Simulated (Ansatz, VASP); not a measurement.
Ag in VASP and in Ansatz

```
CELL_PARAMETERS angstrom
0.00000 2.02722 2.02722
2.02722 0.00000 2.02722
2.02722 2.02722 0.00000
ATOMIC_POSITIONS crystal
Ag 0.00000 0.00000 0.00000
```

Alike in both runs: functional PBEsol; k mesh 18 × 18 × 18; occupations gaussian, width 0.1 eV; no spin polarisation.

Ansatz relaxed the structure, and its values are those at the end. VASP's run is a single point on that final structure, the one shown.

```csv
,VASP,Ansatz
version,VASP 6.6.1,Ansatz 0.2.0
potentials or method,"VASP PAW PBE potentials, release 64 (Ag), cutoff 520 eV","scalar-relativistic, plane waves, PAW"
valence electrons in the cell,11,19
```

```csv
,VASP,Ansatz,Ansatz less VASP
gap on the k mesh at the Fermi level (eV),none,none,-
pressure (GPa),-0.2,0.0,+0.23
```

VASP's potentials were made for PBE, not for PBEsol. A gap of «none» marks a metal or a gap that the smearing closes. VASP's potentials hold 11 valence electrons a cell and Ansatz's 19, so a difference there can come from the potentials and not from the codes.
